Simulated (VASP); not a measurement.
# Cd3HgTe4 (P4/mmm) in VASP: notebook, part 2 of 2

VASP 6.6.1. The steps go on from the part before.

### 3 Single point, PBE

This run uses another cell than the first one, of 28.84 Å³/atom, 0.972 times its volume.

The input, INCAR:

```
PREC = Accurate
ENCUT = 520
EDIFF = 1E-7
ISMEAR = 0
SIGMA = 0.1
LREAL = F
LASPH = T
NELM = 80
ALGO = Normal
ISIF = 2
LWAVE = F
LCHARG = F
GGA = PE
NBANDS = 46
```

The input, KPOINTS:

```
regular mesh
0
Gamma
  8 8 4
```

The input, POSCAR:

```
Cd3HgTe4
1.0
    4.3151851551      0.0000000000      0.0000000000
    0.0000000000      4.3151851551      0.0000000000
    0.0000000000      0.0000000000     12.3909405930
Cd Hg Te
3 1 4
Direct
    0.5000000000      0.5000000000      0.2511632179
    0.0000000000      0.0000000000      0.5000000000
    0.5000000000      0.5000000000      0.7488367821
    0.0000000000      0.0000000000      0.0000000000
    0.0000000000      0.0000000000      0.2575350935
    0.5000000000      0.5000000000      0.5000000000
    0.0000000000      0.0000000000      0.7424649065
    0.5000000000      0.5000000000      0.0000000000
```

Potentials or basis: VASP PAW PBE potentials, release 64 (Cd, Hg, Te).

Launch:

```sh
$ cat potpaw_PBE.64/Cd/POTCAR potpaw_PBE.64/Hg/POTCAR potpaw_PBE.64/Te/POTCAR > POTCAR
$ mpirun -np 1 vasp_std > vasp.out
```

OUTCAR:

```text
PREC = Accurate
   ENCUT = 520
   EDIFF = 1E-7
   ISMEAR = 0
   LREAL = F
   LASPH = T
   NELM = 80
   ISIF = 2
   GGA = PE

 ion  position               nearest neighbor table
   1  0.500  0.500  0.251-   5 3.05   5 3.05   5 3.05   5 3.05   6 3.08   8 3.11
   2  0.000  0.000  0.500-   5 3.00   7 3.00   6 3.05   6 3.05   6 3.05   6 3.05
   3  0.500  0.500  0.749-   7 3.05   7 3.05   7 3.05   7 3.05   6 3.08   8 3.11
   4  0.000  0.000  0.000-   8 3.05   8 3.05   8 3.05   8 3.05   5 3.19   7 3.19
   5  0.000  0.000  0.258-   2 3.00   1 3.05   1 3.05   1 3.05   1 3.05   4 3.19
   6  0.500  0.500  0.500-   2 3.05   2 3.05   2 3.05   2 3.05   3 3.08   1 3.08
   7  0.000  0.000  0.742-   2 3.00   3 3.05   3 3.05   3 3.05   3 3.05   4 3.19
   8  0.500  0.500  0.000-   4 3.05   4 3.05   4 3.05   4 3.05   1 3.11   3 3.11

  LATTYP: Found a simple tetragonal cell.
 ALAT       =     4.3151851551
 C/A-ratio  =     2.8714736790

  Lattice vectors:

 A1 = (   4.3151851551,   0.0000000000,   0.0000000000)
 A2 = (   0.0000000000,   4.3151851551,   0.0000000000)
 A3 = (   0.0000000000,   0.0000000000,  12.3909405930)

Analysis of symmetry for initial positions (statically):
[... 185 lines left out ...]
 E-fermi :   3.8713     XC(G=0):  -9.6855

 val. band max:        3.8663089990   @ k =   0.3750   0.0000   0.2500
 cond. band min:       3.8745384815   @ k =   0.0000   0.0000   0.0000
 fundamental gap:      0.0082294824
 Fermi energy:         3.8712839982

 k-point     1 :       0.0000    0.0000    0.0000
  band No.  band energies     occupation
      1      -7.7372      2.00000
      2      -7.2964      2.00000
      3      -7.1640      2.00000
      4      -6.8509      2.00000
      5      -4.4040      2.00000
      6      -4.3948      2.00000
[... 1165 lines left out ...]
     45       8.5808      0.00000
     46       8.6119      0.00000

 [... further k-points ...]
[... 5 lines left out ...]
  --------------------------------------------------------------------------------------
  -------------------------------------------------------------------------------------
  Total        0.2175258      0.2175258      0.2064021      0.0000000      0.0000000      0.0000000
  in kB        1.5104912      1.5104912      1.4332489      0.0000000      0.0000000      0.0000000
  external PRESSURE =       1.4847438 kB  Pullay stress =       0.0000000 kB

 VOLUME and BASIS-vectors are now :
 -----------------------------------------------------------------------------
  energy-cutoff  :      520.00
  volume of cell :      230.73
      direct lattice vectors                 reciprocal lattice vectors
     4.315185155  0.000000000  0.000000000     0.231739766  0.000000000  0.000000000
     0.000000000  4.315185155  0.000000000     0.000000000  0.231739766  0.000000000
     0.000000000  0.000000000 12.390940593     0.000000000  0.000000000  0.080704124

 POSITION                                       TOTAL-FORCE (eV/Angst)
 -----------------------------------------------------------------------------------
      2.15759      2.15759      3.11215        -0.000000      0.000000     -0.002658
      0.00000      0.00000      6.19547         0.000000     -0.000000      0.000000
      2.15759      2.15759      9.27879         0.000000      0.000000      0.002658
      0.00000      0.00000      0.00000         0.000000     -0.000000      0.000000
      0.00000      0.00000      3.19110        -0.000000     -0.000000     -0.001564
      2.15759      2.15759      6.19547         0.000000     -0.000000      0.000000
      0.00000      0.00000      9.19984         0.000000     -0.000000      0.001564
      2.15759      2.15759      0.00000         0.000000     -0.000000      0.000000
 -----------------------------------------------------------------------------------
    total drift:                                0.000000     -0.000000     -0.000000

  FREE ENERGIE OF THE ION-ELECTRON SYSTEM (eV)
  ---------------------------------------------------
  free  energy   TOTEN  =       -16.7272797039 eV

  energy  without entropy=      -16.7075018752  energy(sigma->0) =      -16.71739079
```

OSZICAR:

```text
N       E                     dE             d eps       ncg     rms          rms(c)
DAV:   1     0.479580322588E+03    0.47958E+03   -0.32779E+04  4140   0.140E+03
DAV:   2     0.105647449047E+02   -0.46902E+03   -0.45427E+03  4500   0.332E+02
DAV:   3    -0.172911130071E+02   -0.27856E+02   -0.27524E+02  4884   0.796E+01
DAV:   4    -0.176893706195E+02   -0.39826E+00   -0.39773E+00  4804   0.802E+00
DAV:   5    -0.176961986262E+02   -0.68280E-02   -0.68277E-02  4684   0.106E+00    0.113E+01
DAV:   6    -0.167548113038E+02    0.94139E+00   -0.24052E+00  4640   0.109E+01    0.926E+00
DAV:   7    -0.167310802694E+02    0.23731E-01   -0.83850E-01  4470   0.379E+00    0.376E+00
DAV:   8    -0.167286017977E+02    0.24785E-02   -0.78577E-02  4626   0.205E+00    0.906E-01
DAV:   9    -0.167271775608E+02    0.14242E-02   -0.78213E-03  4514   0.564E-01    0.592E-01
DAV:  10    -0.167272868554E+02   -0.10929E-03   -0.36539E-03  4608   0.243E-01    0.111E-01
DAV:  11    -0.167272799593E+02    0.68962E-05   -0.17981E-04  4624   0.757E-02    0.620E-02
DAV:  12    -0.167272748054E+02    0.51539E-05   -0.42229E-05  4554   0.260E-02    0.339E-02
DAV:  13    -0.167272799549E+02   -0.51495E-05   -0.17722E-05  4724   0.214E-02    0.157E-02
DAV:  14    -0.167272796421E+02    0.31277E-06   -0.22008E-06  4474   0.919E-03    0.495E-03
DAV:  15    -0.167272797039E+02   -0.61815E-07   -0.28234E-07  3792   0.180E-03
   1 F= -.16727280E+02 E0= -.16717391E+02  d E =-.197778E-01
```

stdout:

```text
POSCAR found type information on POSCAR CdHgTe
 POSCAR found :  3 types and       8 ions
 scaLAPACK will be used
 LDA part: xc-table for (Slater+PW92), standard interpolation
 POSCAR, INCAR and KPOINTS ok, starting setup
 FFT: planning ... GRIDC
 FFT: planning ... GRID_SOFT
 FFT: planning ... GRID
 WAVECAR not read
 entering main loop
```

Wall time 14 min (1 thread of Oxide Virtual Turin-like, shared host); peak memory 0.54 GiB.

Results:

- Free energy: -16.7273 eV
- Pressure: 0.1 GPa
- Band gap on the k mesh: zero (band 36 reaches 4.14 eV, above the bottom of band 37 at 1.95 eV)

Forces on the atoms (eV/Å):
```
Cd   0.000  0.000 -0.003
Cd   0.000  0.000  0.000
Cd   0.000  0.000  0.003
Hg   0.000  0.000  0.000
Te   0.000  0.000 -0.002
Te   0.000  0.000  0.000
Te   0.000  0.000  0.002
Te   0.000  0.000  0.000
```

Levels at points of the mesh, in eV from the Fermi level:
| k point | band 34 | band 35 | band 36 | band 37 | band 38 | band 39 |
| --- | --- | --- | --- | --- | --- | --- |
| (0.00, 0.00, 0.00) | -1.25 | -0.48 | -0.48 | -0.43 | 0.00 | 1.30 |
| (0.50, 0.00, 0.00) | 0.01 | 0.12 | 0.27 | 2.47 | 2.60 | 2.74 |
| (0.50, 0.50, 0.00) | -2.10 | -2.00 | -1.93 | -1.93 | -1.28 | 2.09 |
| (0.00, 0.00, 0.50) | -0.85 | -0.85 | -0.63 | -0.63 | -0.41 | 1.74 |
| (0.50, 0.00, 0.50) | -0.06 | -0.04 | 0.25 | 2.61 | 3.02 | 3.10 |
| (0.50, 0.50, 0.50) | -2.57 | -2.34 | -2.34 | -0.32 | 0.32 | 0.44 |

Caveat: spin-orbit coupling is left out, which moves the levels of the heavy elements.

### 4 Single point, PBE

This run uses another cell than the first one, of 28.85 Å³/atom, 0.973 times its volume.

The input, INCAR:

```
SYSTEM = Cd3HgTe4
ALGO = Normal ; EDIFF = 1E-7
ENCUT = 520 ; GGA = PE
ISIF = 2 ; ISMEAR = 0
LASPH = .TRUE. ; LCHARG = .FALSE.
LREAL = .FALSE. ; LWAVE = .FALSE.
NBANDS = 46 ; NELM = 80
PREC = Accurate ; SIGMA = 0.1
```

The input, KPOINTS:

```
k-points
0
G
  10 10 4
  0 0 0
```

The input, POSCAR:

```
Cd3HgTe4
1.0
    4.3180654428      0.0000000000      0.0000000000
    0.0000000000      4.3180654428      0.0000000000
    0.0000000000      0.0000000000     12.3794093549
Cd Hg Te
3 1 4
Direct
    0.5000000000      0.5000000000      0.2509647254
    0.0000000000      0.0000000000      0.5000000000
    0.5000000000      0.5000000000      0.7490352746
    0.0000000000      0.0000000000      0.0000000000
    0.0000000000      0.0000000000      0.2579778024
    0.5000000000      0.5000000000      0.5000000000
    0.0000000000      0.0000000000      0.7420221976
    0.5000000000      0.5000000000      0.0000000000
```

Launch:

```sh
$ cat potpaw_PBE.64/Cd/POTCAR potpaw_PBE.64/Hg/POTCAR potpaw_PBE.64/Te/POTCAR > POTCAR
$ mpirun -np 1 vasp_std > vasp.out
```

It took 20 min on 1 thread of Oxide Virtual Turin-like, shared host; peak memory 0.68 GiB.

It converged, with:

| Item | Value |
| --- | --- |
| Free energy | -16.7023 eV |
| Pressure | 0.1 GPa |
| Largest force | 0.005 eV/Å |
| Band gap on the k mesh | zero (band 36 reaches 4.15 eV, above the bottom of band 37 at 1.94 eV) |

Forces in eV/Å, atoms in the order of the input:
```
Cd   0.000  0.000 -0.005
Cd   0.000  0.000  0.000
Cd   0.000  0.000  0.005
Hg   0.000  0.000  0.000
Te   0.000  0.000  0.001
Te   0.000  0.000  0.000
Te   0.000  0.000 -0.001
Te   0.000  0.000  0.000
```

Levels at points of the mesh, in eV from the Fermi level:
```csv
k point,band 34,band 35,band 36,band 37,band 38,band 39
"(0.00, 0.00, 0.00)",-1.24,-0.46,-0.46,-0.43,0.02,1.34
"(0.50, 0.00, 0.00)",0.02,0.14,0.30,2.49,2.60,2.76
"(0.50, 0.50, 0.00)",-2.07,-1.99,-1.93,-1.90,-1.27,2.12
"(0.00, 0.00, 0.50)",-0.83,-0.83,-0.61,-0.61,-0.38,1.76
"(0.50, 0.00, 0.50)",-0.05,-0.03,0.28,2.64,3.02,3.11
"(0.50, 0.50, 0.50)",-2.54,-2.32,-2.32,-0.31,0.34,0.46
```

Caveat: spin-orbit coupling is left out, which moves the levels of the heavy elements.

### 5 Overview

```tsv
cell	k mesh	gap on the mesh (eV)	pressure (GPa)	largest force (eV/Å)
a = 4.378, b = 4.378, c = 12.382 Å, 8 atoms	4 × 4 × 2	none	-0.8	0.14
a = 4.315, b = 4.315, c = 12.391 Å, 8 atoms	8 × 8 × 4	none	0.1	-
a = 4.318, b = 4.318, c = 12.379 Å, 8 atoms	10 × 10 × 4	none	0.1	0.01
```

Alike in all rows: task single point; level PBE; potentials or basis VASP PAW PBE potentials, release 64 (Cd, Hg, Te); no spin polarisation; cutoff (eV) 520; smearing gaussian 0.1 eV.

Caveats: spin-orbit coupling is left out, which moves the levels of the heavy elements.

Total energies depend on the potentials used, so only differences within one code and one set of settings carry meaning.
